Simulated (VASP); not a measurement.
# Al3InAs4 (I-42m) in VASP: further runs

Al3InAs4 is run at these levels: PBE; tasks: single point.

All numbers are computed with VASP 6.6.1; they aren't measurements. Logs are shortened: lines on timing, memory, paths and dates and some standing lists are left out, and cuts for length are marked.

## (1) The cell of the first run

Symmetry: I-42m, No. 121, tetragonal system. The conventional cell has a = 5.837 Å, b = 5.837 Å, c = 11.657 Å, α = 90.00°, β = 90.00°, γ = 90.00°. Within 3.3 Å of Al (site symmetry -4) lie 4 As at 2.49 Å. Within 3.3 Å of Al (site symmetry -42m) lie 4 As at 2.48 Å. Within 3.5 Å of In (site symmetry -42m) lie 4 As at 2.65 Å. Within 3.3 Å of As (site symmetry m) lie 3 Al at 2.48 to 2.49 Å and 1 In at 2.65 Å.

## (2) Single point, PBE

INCAR reads:

```
PREC = Accurate
ENCUT = 520
EDIFF = 1E-6
ISMEAR = 0
SIGMA = 0.1
LREAL = F
LASPH = T
NELM = 80
ALGO = Normal
ISIF = 2
LWAVE = F
LCHARG = F
GGA = PE
NBANDS = 31
```

KPOINTS reads:

```
regular mesh
0
Gamma
  4 4 4
```

POSCAR reads:

```
Al3InAs4
1.0
   -2.9186523000      2.9186523000      5.8284506000
    2.9186523000     -2.9186523000      5.8284506000
    2.9186523000      2.9186523000     -5.8284506000
Al In As
3 1 4
Direct
    0.7500000000      0.2500000000      0.5000000000
    0.5000000000      0.5000000000      0.0000000000
    0.2500000000      0.7500000000      0.5000000000
    0.0000000000      0.0000000000      0.0000000000
    0.8670580000      0.3940040000      0.0000000000
    0.6059960000      0.6059960000      0.4730540000
    0.3940040000      0.8670580000      0.0000000000
    0.1329420000      0.1329420000      0.5269460000
```

Potentials or basis: VASP PAW PBE potentials, release 64 (Al, In_d, As).

Command:

```sh
$ cat potpaw_PBE.64/Al/POTCAR potpaw_PBE.64/In_d/POTCAR potpaw_PBE.64/As/POTCAR > POTCAR
$ mpirun -np 1 vasp_std > vasp.out
```

OUTCAR:

```text
PREC = Accurate
   ENCUT = 520
   EDIFF = 1E-6
   ISMEAR = 0
   LREAL = F
   LASPH = T
   NELM = 80
   ISIF = 2
   GGA = PE

 ion  position               nearest neighbor table
   1  0.750  0.250  0.500-   5 2.49   6 2.49   8 2.49   7 2.49
   2  0.500  0.500  0.000-   6 2.48   5 2.48   7 2.48   8 2.48
   3  0.250  0.750  0.500-   6 2.49   7 2.49   8 2.49   5 2.49
   4  0.000  0.000  0.000-   8 2.65   5 2.65   7 2.65   6 2.65
   5  0.867  0.394  0.000-   2 2.48   3 2.49   1 2.49   4 2.65
   6  0.606  0.606  0.473-   2 2.48   1 2.49   3 2.49   4 2.65
   7  0.394  0.867  0.000-   2 2.48   1 2.49   3 2.49   4 2.65
   8  0.133  0.133  0.527-   2 2.48   1 2.49   3 2.49   4 2.65

  LATTYP: Found a body centered tetragonal cell.
 ALAT       =     5.8373046000
 C/A-ratio  =     1.9969664081

  Lattice vectors:

 A1 = (  -2.9186523000,   2.9186523000,   5.8284506000)
 A2 = (   2.9186523000,  -2.9186523000,   5.8284506000)
 A3 = (   2.9186523000,   2.9186523000,  -5.8284506000)

Analysis of symmetry for initial positions (statically):
=====================================================================
 Subroutine PRICEL returns:
 Original cell was already a primitive cell.

 Routine SETGRP: Setting up the symmetry group for a
 body centered tetragonal supercell.

 Subroutine GETGRP returns: Found  8 space group operations
 (whereof  8 operations were pure point group operations)
 out of a pool of 16 trial point group operations.

The static configuration has the point symmetry D_2d.

Analysis of symmetry for dynamics (positions and initial velocities):
=====================================================================
 Subroutine PRICEL returns:
 Original cell was already a primitive cell.

 Routine SETGRP: Setting up the symmetry group for a
 body centered tetragonal supercell.

 Subroutine GETGRP returns: Found  8 space group operations
 (whereof  8 operations were pure point group operations)
 out of a pool of 16 trial point group operations.

The dynamic configuration has the point symmetry D_2d.

 Subroutine INISYM returns: Found  8 space group operations
 (whereof  8 operations are pure point group operations),
 and found     1 'primitive' translations

----------------------------------------------------------------------------------------

                                     Primitive cell

  volume of cell :     198.5994

  direct lattice vectors                    reciprocal lattice vectors
    -2.918652300  2.918652300  5.828450600     0.000000000  0.171311944  0.085786092
     2.918652300 -2.918652300  5.828450600     0.171311944  0.000000000  0.085786092
     2.918652300  2.918652300 -5.828450600     0.171311944  0.171311944  0.000000000

  length of vectors
     7.141981440  7.141981440  7.141981440     0.191590803  0.191590803  0.242271675

  position of ions in fractional coordinates (direct lattice)
     0.750000000  0.250000000  0.500000000
     0.500000000  0.500000000  0.000000000
     0.250000000  0.750000000  0.500000000
     0.000000000  0.000000000  0.000000000
     0.867058000  0.394004000  0.000000000
     0.605996000  0.605996000  0.473054000
     0.394004000  0.867058000  0.000000000
     0.132942000  0.132942000  0.526946000

  ion indices of the primitive-cell ions
   primitive index   ion index
                 1           1
                 2           2
                 3           3
                 4           4
                 5           5
                 6           6
                 7           7
                 8           8

----------------------------------------------------------------------------------------

 KPOINTS: regular mesh

Automatic generation of k-mesh.
 Grid dimensions read from file:
 generate k-points for:    4    4    4

 Generating k-lattice:

  Cartesian coordinates                     Fractional coordinates (reciprocal lattice)
     0.000000000  0.042827986  0.021446523     0.250000000  0.000000000 -0.000000000
     0.042827986  0.000000000  0.021446523     0.000000000  0.250000000 -0.000000000
     0.042827986  0.042827986  0.000000000     0.000000000  0.000000000  0.250000000

  Length of vectors
     0.047897701  0.047897701  0.060567919

  Shift w.r.t. Gamma in fractional coordinates (k-lattice)
     0.000000000  0.000000000  0.000000000

 Subroutine IBZKPT returns following result:
 ===========================================

 Found     13 irreducible k-points:

 Following reciprocal coordinates:
            Coordinates               Weight
  0.000000  0.000000  0.000000      1.000000
  0.250000  0.000000  0.000000      8.000000
  0.500000  0.000000  0.000000      4.000000
  0.250000  0.250000  0.000000      8.000000
  0.500000  0.250000  0.000000     16.000000
 -0.250000  0.250000  0.000000      4.000000
  0.500000  0.500000  0.000000      2.000000
  0.250000  0.250000  0.250000      2.000000
 -0.250000  0.250000  0.250000      4.000000
  0.500000  0.500000  0.250000      4.000000
 -0.250000  0.500000  0.250000      8.000000
 -0.250000 -0.250000  0.250000      2.000000
  0.500000  0.500000  0.500000      1.000000
   k-points           NKPTS =     13   k-points in BZ     NKDIM =     13   number of bands    NBANDS=     31
   number of dos      NEDOS =    301   number of ions     NIONS =      8
   total plane-waves  NPLWV = 157464
   dimension x,y,z NGX =    54 NGY =   54 NGZ =   54
   dimension x,y,z NGXF=   108 NGYF=  108 NGZF=  108
   ions per type =               3   1   4
   NGX,Y,Z   is equivalent  to a cutoff of  12.57, 12.57, 12.57 a.u.
   NGXF,Y,Z  is equivalent  to a cutoff of  25.14, 25.14, 25.14 a.u.
 SYSTEM =  unknown system
   PREC   = accura    normal or accurate (medium, high low for compatibility)
   ISTART =      0    job   : 0-new  1-cont  2-samecut
   ICHARG =      2    charge: 1-file 2-atom 10-const
   ISPIN  =      1    spin polarized calculation?
   LNONCOLLINEAR =      F non collinear calculations
   LSORBIT =      F    spin-orbit coupling
   LASPH  =      T    aspherical Exc in radial PAW
   ENCUT  =  520.0 eV  38.22 Ry    6.18 a.u.  13.28 13.28 13.28*2*pi/ulx,y,z
   NELM   =     80;   NELMIN=  2; NELMDL= -5     # of ELM steps
   EDIFF  = 0.1E-05   stopping-criterion for ELM
   LREAL  =      F    real-space projection
   EDIFFG = 0.1E-04   stopping-criterion for IOM
   NSW    =      0    number of steps for IOM
   IBRION =     -1    ionic relax: 0-MD 1-quasi-New 2-CG
   NFREE  =      0    steps in history (QN), initial steepest desc. (CG)
   ISIF   =      2    stress and relaxation
   ISYM   =      2    0-nonsym 1-usesym 2-fastsym
   POTIM  = 0.5000    time-step for ionic-motion
   TEBEG  =    0.0;   TEEND  =   0.0 temperature during run
   PSTRESS=    0.0 pullay stress
   NELECT =      42.0000    total number of electrons
   NUPDOWN=      -1.0000    fix difference up-down
   EMIN   =  10.00;   EMAX   =-10.00  energy-range for DOS
   EFERMI =   0.00;   METHOD = LEGACY
   ISMEAR =     0;   SIGMA  =   0.10  broadening in eV -4-tet -1-fermi 0-gaus
   EFERMI_NEDOS =   21; number of points for ismear=-14 and -15
   IALGO  =     38    algorithm
   IMIX   =      4    mixing-type and parameters
     AMIX     =   0.40;   BMIX     =  1.00
     AMIX_MAG =   1.60;   BMIX_MAG =  1.00
  volume/ion in A,a.u.               =      24.82       167.53
  Fermi-wavevector in a.u.,A,eV,Ry     =   0.975361  1.843165 12.943614  0.951329
  Thomas-Fermi vector in A             =   2.105894
   LORBIT       =      0    0 simple, 1 ext, 2 COOP (PROOUT), +10 PAW based schemes
   GGA     = PE    functional components
   LHFCALC =     F    Hartree Fock is set to
   AEXX    =    0.0000 exact exchange contribution
   IVDW    =     0    specifies the selected vdW correction
   LEPSILON=     F    determine dielectric tensor
   LRPA    =     F    only Hartree local field effects (RPA)
 non-spin polarized calculation
 Gauss-broadening in eV      SIGMA  =   0.10
  energy-cutoff  :      520.00
  volume of cell :      198.60
 maximum number of plane-waves:      5397
 NGX is ok and might be reduce to    54

 number of electron      42.0000004 magnetization

 Free energy of the ion-electron system (eV)
  ---------------------------------------------------
  ext. energy  EPLUGINS =         0.00000000
  ---------------------------------------------------
  free energy    TOTEN  =       -35.83211325 eV

  energy without entropy =      -35.83211325  energy(sigma->0) =      -35.83211325

 E-fermi :   4.1483     XC(G=0):  -8.9180

 val. band max:        3.7236117833   @ k =   0.0000   0.0000   0.0000
 cond. band min:       4.8726188742   @ k =   0.0000   0.0000   0.0000
 fundamental gap:      1.1490070909
 Fermi energy:         4.1482572696

 k-point     1 :       0.0000    0.0000    0.0000
  band No.  band energies     occupation
      1     -10.3351      2.00000
      2     -10.3323      2.00000
      3     -10.3323      2.00000
      4     -10.2226      2.00000
      5     -10.2186      2.00000
      6      -7.9080      2.00000
[... 23 lines left out ...]
     30       8.7704      0.00000
     31       8.9830      0.00000

 k-point     2 :       0.2500    0.0000    0.0000
  band No.  band energies     occupation
      1     -10.3367      2.00000
      2     -10.3339      2.00000
      3     -10.3333      2.00000
      4     -10.2220      2.00000
      5     -10.2181      2.00000
      6      -7.6658      2.00000
[... 23 lines left out ...]
     30       8.7935      0.00000
     31       8.8415      0.00000

 k-point     3 :       0.5000    0.0000    0.0000
  band No.  band energies     occupation
      1     -10.3384      2.00000
      2     -10.3356      2.00000
      3     -10.3342      2.00000
      4     -10.2214      2.00000
      5     -10.2175      2.00000
      6      -7.0450      2.00000
[... 23 lines left out ...]
     30       8.8884      0.00000
     31       9.0461      0.00000

 k-point     4 :       0.2500    0.2500    0.0000
  band No.  band energies     occupation
      1     -10.3393      2.00000
      2     -10.3349      2.00000
      3     -10.3337      2.00000
      4     -10.2212      2.00000
      5     -10.2178      2.00000
      6      -7.3580      2.00000
[... 23 lines left out ...]
     30       8.8996      0.00000
     31       9.4488      0.00000

 k-point     5 :       0.5000    0.2500    0.0000
  band No.  band energies     occupation
      1     -10.3411      2.00000
      2     -10.3364      2.00000
      3     -10.3344      2.00000
      4     -10.2205      2.00000
      5     -10.2174      2.00000
      6      -6.9934      2.00000
[... 23 lines left out ...]
     30       8.8465      0.00000
     31       9.1480      0.00000
[... 168 lines left out ...]
     30       9.1244      0.00000
     31       9.3250      0.00000

 k-point    11 :      -0.2500    0.5000    0.2500
  band No.  band energies     occupation
      1     -10.3391      2.00000
      2     -10.3327      2.00000
      3     -10.3323      2.00000
      4     -10.2221      2.00000
      5     -10.2180      2.00000
      6      -7.3090      2.00000
[... 23 lines left out ...]
     30       8.9758      0.00000
     31       9.0547      0.00000

 k-point    12 :      -0.2500   -0.2500    0.2500
  band No.  band energies     occupation
      1     -10.3371      2.00000
      2     -10.3314      2.00000
      3     -10.3314      2.00000
      4     -10.2228      2.00000
      5     -10.2185      2.00000
      6      -7.7126      2.00000
[... 23 lines left out ...]
     30       8.6146      0.00000
     31       8.6146      0.00000

 k-point    13 :       0.5000    0.5000    0.5000
  band No.  band energies     occupation
      1     -10.3390      2.00000
      2     -10.3305      2.00000
      3     -10.3305      2.00000
      4     -10.2229      2.00000
      5     -10.2185      2.00000
      6      -7.1971      2.00000
[... 23 lines left out ...]
     30      10.1949      0.00000
     31      10.2008      0.00000

------------------------ aborting loop because EDIFF is reached ----------------------------------------

  FORCE on cell =-STRESS in cart. coord.  units (eV):
  Direction    XX          YY          ZZ          XY          YZ          ZX
  --------------------------------------------------------------------------------------
  -------------------------------------------------------------------------------------
  Total        0.1125945      0.1125945      0.0905926      0.0000000      0.0000000      0.0000000
  in kB        0.9083428      0.9083428      0.7308451      0.0000000      0.0000000      0.0000000
  external PRESSURE =       0.8491769 kB  Pullay stress =       0.0000000 kB

 VOLUME and BASIS-vectors are now :
 -----------------------------------------------------------------------------
  energy-cutoff  :      520.00
  volume of cell :      198.60
      direct lattice vectors                 reciprocal lattice vectors
    -2.918652300  2.918652300  5.828450600     0.000000000  0.171311944  0.085786092
     2.918652300 -2.918652300  5.828450600     0.171311944  0.000000000  0.085786092
     2.918652300  2.918652300 -5.828450600     0.171311944  0.171311944  0.000000000

 POSITION                                       TOTAL-FORCE (eV/Angst)
 -----------------------------------------------------------------------------------
     -0.00000      2.91865      2.91423         0.000000      0.000000      0.000000
      0.00000      0.00000      5.82845         0.000000      0.000000     -0.000000
      2.91865     -0.00000      2.91423         0.000000      0.000000      0.000000
      0.00000      0.00000      0.00000         0.000000      0.000000     -0.000000
     -1.38068      1.38068      7.35004        -0.002923      0.002923     -0.004449
      1.38068      1.38068      4.30686         0.002923      0.002923      0.004449
      1.38068     -1.38068      7.35004         0.002923     -0.002923     -0.004449
      1.53797      1.53797     -1.52159        -0.002923     -0.002923      0.004449
 -----------------------------------------------------------------------------------
    total drift:                               -0.000000     -0.000000      0.000000

  FREE ENERGIE OF THE ION-ELECTRON SYSTEM (eV)
  ---------------------------------------------------
  free  energy   TOTEN  =       -35.8321132478 eV

  energy  without entropy=      -35.8321132477  energy(sigma->0) =      -35.83211325
```

It took 82 s on 1 thread of Intel Xeon Platinum 8488C (Sapphire Rapids), shared host; peak memory 0.43 GiB.

What came out:

```
Free energy            : -35.8321 eV
Pressure               : 0.1 GPa
Largest force          : 0.006 eV/Å
Band gap on the k mesh : 1.15 eV
```

Forces in eV/Å, atoms in the order of the input:
```
Al   0.000  0.000  0.000
Al   0.000  0.000  0.000
Al   0.000  0.000  0.000
In   0.000  0.000  0.000
As  -0.003  0.003 -0.004
As   0.003  0.003  0.004
As   0.003 -0.003 -0.004
As  -0.003 -0.003  0.004
```

Caveat: spin-orbit coupling is left out, which moves the levels of the heavy elements.

## (3) Single point, PBE

This run uses another cell than the first one, of the same volume but with other edges.

INCAR reads:

```
  PREC = Accurate
  ENCUT = 520
  EDIFF = 1E-7
  ISMEAR = 0
  SIGMA = 0.1
  LREAL = F
  LASPH = T
  NELM = 80
  ALGO = Normal
  ISIF = 2
  LWAVE = F
  LCHARG = F
  GGA = PE
  NBANDS = 31
```

KPOINTS is that of step 2.

POSCAR reads:

```
Al3InAs4
1.0
    5.8373046000      0.0000000000      0.0000000000
    0.0000000000      5.8373046000      0.0000000000
   -2.9186523000     -2.9186523000      5.8284506000
Al In As
3 1 4
Direct
    0.2500000000      0.7500000000      0.5000000000
    0.5000000000      0.5000000000      0.0000000000
    0.7500000000      0.2500000000      0.5000000000
    0.0000000000      0.0000000000      0.0000000000
    0.3940040000      0.8670580000      0.2610620000
    0.6059960000      0.6059960000      0.7389380000
    0.8670580000      0.3940040000      0.2610620000
    0.1329420000      0.1329420000      0.7389380000
```

Potentials or basis: VASP PAW PBE potentials, release 64 (Al, In_d, As).

Command:

```sh
$ cat potpaw_PBE.64/Al/POTCAR potpaw_PBE.64/In_d/POTCAR potpaw_PBE.64/As/POTCAR > POTCAR
$ mpirun -np 1 vasp_std > vasp.out
```

Wall time 76 s (1 thread of Intel Xeon Platinum 8488C (Sapphire Rapids), shared host); peak memory 0.38 GiB.

The run converged. Its results:

```yaml
Free_energy: -35.8321 eV
Pressure: 0.1 GPa
Largest_force: 0.006 eV/Å
Band_gap_on_the_k_mesh: 1.15 eV
```

Forces on the atoms (eV/Å):
```
Al   0.000  0.000  0.000
Al   0.000  0.000  0.000
Al   0.000  0.000  0.000
In   0.000  0.000  0.000
As  -0.003  0.003 -0.004
As   0.003  0.003  0.004
As   0.003 -0.003 -0.004
As  -0.003 -0.003  0.004
```

Levels at points of the mesh, in eV from the valence-band top:
```tsv
k point	band 18	band 19	band 20	band 21	band 22	band 23	band 24	band 25
(0.00, 0.00, 0.00)	-2.07	-0.08	0.00	0.00	1.15	1.61	2.09	4.10
(0.50, 0.00, 0.00)	-1.91	-1.52	-0.98	-0.89	3.22	3.40	3.46	3.47
(0.50, 0.50, 0.00)	-0.96	-0.80	-0.62	-0.61	1.53	1.77	2.94	3.38
(0.00, 0.00, 0.50)	-1.52	-1.52	-1.05	-1.05	1.58	1.58	1.76	2.38
```

Caveat: spin-orbit coupling is left out, which moves the levels of the heavy elements. A k mesh can miss the band edges.
